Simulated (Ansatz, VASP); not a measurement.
**ZnO in VASP and in Ansatz**

```
CELL_PARAMETERS angstrom
3.23516 0.00000 0.00000
-1.61758 2.80173 0.00000
0.00000 0.00000 5.21108
ATOMIC_POSITIONS crystal
Zn 0.33333 0.66667 0.96507
Zn 0.66667 0.33333 0.46507
O 0.33333 0.66667 0.41693
O 0.66667 0.33333 0.91693
```

Change from the starting cell: polar distortion scaled by 0.40.

Alike in both runs: task single point; functional r2SCAN; k mesh 12 × 12 × 8; no spin polarisation.

```csv
,VASP,Ansatz
version,VASP 6.6.1,Ansatz 0.2.0
potentials or method,"VASP PAW PBE potentials, release 64 (Zn, O), cutoff 520 eV","scalar-relativistic, plane waves, PAW"
occupations,"gaussian, width 0.01 eV",fixed
valence electrons in the cell,36,36
```

|  | VASP | Ansatz | Ansatz less VASP |
| --- | --- | --- | --- |
| gap on the k mesh at the Fermi level (eV) | 1.29 | 1.28 | -0.013 |
| least direct gap on the mesh (eV) | 1.29 | 1.28 | -0.013 |
| pressure (GPa) | 6.5 | 5.2 | -1.33 |
| traceless stress, the component that is largest in VASP (GPa) | -11.78 | -10.63 | +1.148 |
| rms of the force components (eV/Å) | 0.339 | 0.320 | -0.0188 |

VASP's potentials were made for PBE, not for r2SCAN. Atom by atom the forces differ by 0.019 eV/Å (rms over components).
